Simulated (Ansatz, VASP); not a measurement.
Y2HfF in VASP and in Ansatz

```
Y Hf F
1.0
     3.47239    0.00000    0.00000
     0.00000    3.47239    0.00000
     0.00000    0.00000    8.82583
Y Hf F
2 1 1
Direct
  0.50000 0.50000 0.25107
  0.50000 0.50000 0.74893
  0.00000 0.00000 0.00000
  0.50000 0.50000 0.50000
```

Alike in both runs: functional PBE; k mesh 14 × 14 × 6; occupations gaussian, width 0.1 eV; no spin polarisation.

Ansatz relaxed the structure, and its values are those at the end. VASP's run is a single point on that final structure, the one shown.

|  | VASP | Ansatz |
| --- | --- | --- |
| version | VASP 6.6.1 | Ansatz 0.2.0 |
| potentials or method | VASP PAW PBE potentials, release 64 (Y_sv, Hf_pv, F), cutoff 520 eV | scalar-relativistic, plane waves, PAW |
| valence electrons in the cell | 39 | 55 |

|  | VASP | Ansatz | Ansatz less VASP |
| --- | --- | --- | --- |
| gap on the k mesh at the Fermi level (eV) | none | none | - |
| pressure (GPa) | -0.2 | 0.0 | +0.18 |
| rms of the force components (eV/Å) | 0.008 | 0.000 | -0.0076 |

A gap of «none» marks a metal or a gap that the smearing closes. With one functional, cell and mesh, what is left measures potentials, basis and numerics. VASP's potentials hold 39 valence electrons a cell and Ansatz's 55, so a difference there can come from the potentials and not from the codes.

Neither program's run includes spin-orbit coupling.
